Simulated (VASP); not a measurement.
# KI (P4/mmm) in VASP: a series of runs, part 2 of 2

VASP 6.6.1.

### 3 Relaxation of cell and atoms, PBE

This run uses another cell than the first one.

INCAR

```
SYSTEM = KI
PREC     = Accurate       ! precision mode
ENCUT    = 600            ! plane-wave cutoff, eV
EDIFF    = 1E-7           ! SCF threshold, eV
ISMEAR   = 0              ! smearing method
SIGMA    = 0.02           ! smearing width, eV
LREAL    = .False.        ! projectors in reciprocal space
LASPH    = .True.         ! aspherical terms in the spheres
NELM     = 60             ! most SCF steps
ALGO     = Normal         ! electronic algorithm
ISIF     = 3              ! what is computed and relaxed
LWAVE    = .False.        ! write WAVECAR
LCHARG   = .False.        ! write CHGCAR
GGA      = PE             ! functional
IBRION   = 2              ! ionic algorithm
NSW      = 100            ! ionic steps
EDIFFG   = -0.01          ! ionic threshold
```

KPOINTS

```
regular mesh
0
Gamma
  6 6 4
  0 0 0
```

POSCAR

```
KI
1.0
    4.8969290641      0.0000000000      0.0000000000
    0.0000000000      4.8969290641      0.0000000000
    0.0000000000      0.0000000000      6.9881456137
K I
1 1
Direct
    0.0000000000      0.0000000000      0.5000000000
    0.5000000000      0.5000000000      0.5000000000
```

Potentials or basis: VASP PAW PBE potentials, release 64 (K_sv, I).

Command:

```console
> cat potpaw_PBE.64/K_sv/POTCAR potpaw_PBE.64/I/POTCAR > POTCAR
> mpirun -np 1 vasp_std > vasp.out
```

OUTCAR:

```text
SYSTEM = KI
   PREC = Accurate
   ENCUT = 600
   EDIFF = 1E-7
   ISMEAR = 0
   LREAL = .False.
   LASPH = .True.
   NELM = 60
   ISIF = 3
   GGA = PE
   IBRION = 2
   NSW = 100
   EDIFFG = -0.01

 ion  position               nearest neighbor table
   1  0.000  0.000  0.500-   2 3.46   2 3.46   2 3.46   2 3.46
   2  0.500  0.500  0.500-   1 3.46   1 3.46   1 3.46   1 3.46

  LATTYP: Found a simple tetragonal cell.
 ALAT       =     4.8969290641
 C/A-ratio  =     1.4270465270

  Lattice vectors:

 A1 = (   4.8969290641,   0.0000000000,   0.0000000000)
 A2 = (   0.0000000000,   4.8969290641,   0.0000000000)
 A3 = (   0.0000000000,   0.0000000000,   6.9881456137)

Analysis of symmetry for initial positions (statically):
=====================================================================
 Subroutine PRICEL returns:
 Original cell was already a primitive cell.

 Routine SETGRP: Setting up the symmetry group for a
 simple tetragonal supercell.

 Subroutine GETGRP returns: Found 16 space group operations
 (whereof 16 operations were pure point group operations)
 out of a pool of 16 trial point group operations.

The static configuration has the point symmetry D_4h.

[... 170 lines left out ...]
  Total        0.0187741      0.0187741      0.0216679      0.0000000      0.0000000      0.0000000
  in kB        0.1794981      0.1794981      0.2071652      0.0000000      0.0000000      0.0000000
  external PRESSURE =       0.1887205 kB  Pullay stress =       0.0000000 kB
[... 167 lines left out ...]
--------------------------------------- Ionic step        6  -------------------------------------------

 number of electron      16.0000000 magnetization

 Free energy of the ion-electron system (eV)
  ---------------------------------------------------
  ext. energy  EPLUGINS =         0.00000000
  ---------------------------------------------------
  free energy    TOTEN  =        -5.29164281 eV

  energy without entropy =       -5.29164281  energy(sigma->0) =       -5.29164281

 E-fermi :  -2.7492     XC(G=0):  -4.6302

 val. band max:       -2.8459817371   @ k =   0.5000   0.5000   0.0000
 cond. band min:       0.8068343337   @ k =   0.0000   0.0000   0.0000
 fundamental gap:      3.6528160708
 Fermi energy:        -2.7491854771

 k-point     1 :       0.0000    0.0000    0.0000
  band No.  band energies     occupation
      1     -31.7758      2.00000
      2     -15.3310      2.00000
      3     -15.2305      2.00000
      4     -15.2305      2.00000
      5     -13.0993      2.00000
      6      -3.0882      2.00000
      7      -2.8819      2.00000
      8      -2.8819      2.00000
      9       0.8068      0.00000
     10       2.5700      0.00000
     11       3.2652      0.00000
     12       4.4466      0.00000
[... 331 lines left out ...]
 k-point    24 :       0.5000    0.0000    0.5000
  band No.  band energies     occupation
      1     -31.7749      2.00000
      2     -15.3285      2.00000
      3     -15.3199      2.00000
      4     -15.2225      2.00000
      5     -12.9312      2.00000
      6      -3.8581      2.00000
      7      -3.0548      2.00000
      8      -3.0441      2.00000
      9       2.3992      0.00000
     10       3.4508      0.00000
     11       3.6964      0.00000
     12       3.7552      0.00000

 [... further k-points ...]
[... 5 lines left out ...]
  --------------------------------------------------------------------------------------
  -------------------------------------------------------------------------------------
  Total       -0.0082440     -0.0082440      0.0180938      0.0000000     -0.0000000     -0.0000000
  in kB       -0.0776932     -0.0776932      0.1705193      0.0000000     -0.0000000     -0.0000000
  external PRESSURE =       0.0050443 kB  Pullay stress =       0.0000000 kB
[... 17 lines left out ...]
  FREE ENERGIE OF THE ION-ELECTRON SYSTEM (eV)
  ---------------------------------------------------
  free  energy   TOTEN  =        -5.2916428109 eV

  energy  without entropy=       -5.2916428109  energy(sigma->0) =       -5.29164281

 reached required accuracy - stopping structural energy minimisation
```

OSZICAR:

```text
N       E                     dE             d eps       ncg     rms          rms(c)
DAV:   1     0.110059947470E+03    0.11006E+03   -0.64725E+03   720   0.111E+03
DAV:   2     0.586545651505E+01   -0.10419E+03   -0.95685E+02   888   0.241E+02
DAV:   3    -0.452403104909E+01   -0.10389E+02   -0.10332E+02   964   0.718E+01
[... 59 lines left out ...]
DAV:   6    -0.529164996143E+01    0.17057E-04   -0.10912E-05  1004   0.332E-02    0.431E-03
DAV:   7    -0.529164326592E+01    0.66955E-05   -0.37274E-06   800   0.139E-02    0.745E-03
DAV:   8    -0.529164271234E+01    0.55358E-06   -0.95530E-07   776   0.866E-03    0.161E-03
DAV:   9    -0.529164285699E+01   -0.14465E-06   -0.12665E-07   644   0.280E-03    0.575E-04
DAV:  10    -0.529164281091E+01    0.46075E-07   -0.21176E-08   628   0.104E-03
   6 F= -.52916428E+01 E0= -.52916428E+01  d E =-.216865E-03
```

Run time: 4.5 min. Hardware: 1 thread of Intel Xeon Platinum 8259CL at 2.50GHz (Skylake/Cascade Lake), shared host; peak memory 0.34 GiB.

What came out:

```yaml
Free_energy: -5.2916 eV
Relaxed_cell: a = 4.902 Å, b = 4.902 Å, c = 7.074 Å, α = 90.00°, β = 90.00°, γ = 90.00°
Space_group_after_relaxing_to_0.1_Å: P4/mmm (No. 123)
Energy_gained_by_relaxing: 0.1 meV/atom
Ionic_steps: 6
Pressure_after_relaxing: 0.0 GPa
Band_gap_on_the_k_mesh: 3.65 eV (least direct gap 3.69 eV)
```

The path:
```tsv
step	energy change (eV)	largest force (eV/Å)	pressure (GPa)	volume (Å³)
1	0.0000	0.0000	0.02	167.58
2	0.0000	0.0000	0.01	167.81
3	0.0000	0.0000	0.00	168.21
4	-0.0001	0.0000	0.00	168.39
5	-0.0001	0.0000	0.00	168.93
6	-0.0003	0.0000	0.00	170.01
```

Final structure:
```yaml
crystal:
  lattice:
    - [4.90234, 0.00000, 0.00000]
    - [0.00000, 4.90234, 0.00000]
    - [0.00000, 0.00000, 7.07392]
  atoms:
    - { symbol: K, position: [0.00000, 0.00000, 0.50000] }
    - { symbol: I, position: [0.50000, 0.50000, 0.50000] }
```

Caveat: the relaxation moved the vacuum too, so the length across it says nothing of the material; spin-orbit coupling is left out, which moves the levels of the heavy elements.
